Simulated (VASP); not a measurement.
Wanted: the native input for a VASP 6.6.1 run.

* Task: single point
* Functional: PBEsol
* Potentials or basis: VASP PAW PBE potentials, release 64 (Mo_sv, Ca_sv, O)
* Cutoff: 520 eV
* k mesh: 3 × 3 × 3
* Occupations: gaussian, width 0.05 eV
* Spin: no spin polarisation
* Hubbard terms: Mo d U = 2.0 eV
* Dipole correction: no
* Further INCAR settings: LREAL = Auto; ALGO = Normal; EDIFF = 1e-06; NBANDS = 80

The structure of Ca7MoO8 lies in POSCAR:

```
Ca7MoO8
1.0
    0.0000000000      4.8150000000      4.8150000000
    4.8150000000      0.0000000000      4.8150000000
    4.8150000000      4.8150000000      0.0000000000
Mo Ca O
1 7 8
Direct
    0.0000000000      0.0000000000      1.0000000000
    0.0000000000      0.0000000000      0.5000000000
    0.0000000000      0.5000000000      0.0000000000
    0.0000000000      0.5000000000      0.5000000000
    0.5000000000      0.0000000000      0.0000000000
    0.5000000000      0.0000000000      0.5000000000
    0.5000000000      0.5000000000      0.0000000000
    0.5000000000      0.5000000000      0.5000000000
    0.2500000000      0.2500000000      0.2500000000
    0.2420323557      0.2420323557      0.7579676443
    0.2420323557      0.7579676443      0.2420323557
    0.2420323557      0.7579676443      0.7579676443
    0.7579676443      0.2420323557      0.2420323557
    0.7579676443      0.2420323557      0.7579676443
    0.7579676443      0.7579676443      0.2420323557
    0.7500000000      0.7500000000      0.7500000000
```

The input as run:

INCAR

```
SYSTEM = Ca7MoO8
PREC     = Accurate       ! precision mode
ENCUT    = 520            ! plane-wave cutoff, eV
EDIFF    = 1E-6           ! SCF threshold, eV
ISMEAR   = 0              ! smearing method
SIGMA    = 0.05           ! smearing width, eV
LREAL    = Auto         
LASPH    = .TRUE.         ! aspherical terms in the spheres
NELM     = 150            ! most SCF steps
ALGO     = Normal         ! electronic algorithm
ISIF     = 2              ! what is computed and relaxed
LWAVE    = .FALSE.        ! write WAVECAR
LCHARG   = .FALSE.        ! write CHGCAR
LMAXMIX  = 4              ! l up to which the mixer works
LDAU     = .TRUE.         ! DFT+U
LDAUTYPE = 2            
LDAUL    = 2 -1 -1        ! shell
LDAUU    = 2 0 0          ! U, eV
LDAUJ    = 0 0 0        
LDAUPRINT= 1            
GGA      = PS             ! functional
NBANDS   = 80             ! bands
```

KPOINTS

```
Automatic mesh
0
G
  3 3 3
  0 0 0
```

Potentials or basis: VASP PAW PBE potentials, release 64 (Mo_sv, Ca_sv, O).

Command:

```console
$ cat potpaw_PBE.64/Mo_sv/POTCAR potpaw_PBE.64/Ca_sv/POTCAR potpaw_PBE.64/O/POTCAR > POTCAR
$ mpirun -np 1 vasp_std > vasp.out
```

It gave:

```json
{
  "Pressure": "-8.5 GPa",
  "Largest force": "0.020 eV/Å",
  "Band gap on the k mesh": "zero (bands 66 and 67 overlap by 0.69 eV)"
}
```

Caveat: the k points lie up to 0.38 Å⁻¹ apart, too coarse for converged energies and pressures of a metal; the PAW data sets were made with another functional, which shifts forces and pressure a little; U without spin polarisation on a metal has little footing.

It took 2.2 min on 1 thread of Intel(R) Xeon(R) 6975P-C (Granite Rapids), with other jobs on the host, peak memory 0.4 GiB.
